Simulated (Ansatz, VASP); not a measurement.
**Ta: VASP beside Ansatz**

```
Ta
1.0
     3.31905    0.00000    0.00000
     0.00000    3.31905    0.00000
     0.00000    0.00000   24.95716
Ta
7
Direct
  0.50000 0.50000 0.30051
  0.00000 0.00000 0.36701
  0.50000 0.50000 0.43350
  0.00000 0.00000 0.50000
  0.50000 0.50000 0.56650
  0.00000 0.00000 0.63299
  0.50000 0.50000 0.69949
```

Alike in both runs: task single point; functional PBE; k mesh 5 × 5 × 1; occupations gaussian, width 0.1 eV; no spin polarisation.

|  | VASP | Ansatz |
| --- | --- | --- |
| version | VASP 6.6.1 | Ansatz 0.2.0 |
| potentials or method | VASP PAW PBE potentials, release 64 (Ta_pv), cutoff 520 eV | scalar-relativistic, plane waves, PAW |
| valence electrons in the cell | 77 | 91 |

Ansatz gave:

| Item | Value |
| --- | --- |
| gap on the k mesh at the Fermi level (eV) | none |
| rms of the force components (eV/Å) | 0.448 |

Which values does VASP return?

gap on the k mesh at the Fermi level (eV): none; rms of the force components (eV/Å): 0.450.

Atom by atom the forces differ by 0.003 eV/Å (rms over components). A gap of «none» marks a metal or a gap that the smearing closes. VASP's potentials hold 77 valence electrons a cell and Ansatz's 91, so a difference there can come from the potentials and not from the codes.

The k mesh is coarse, so the values compare programs but aren't converged. Spin-orbit coupling is off throughout.
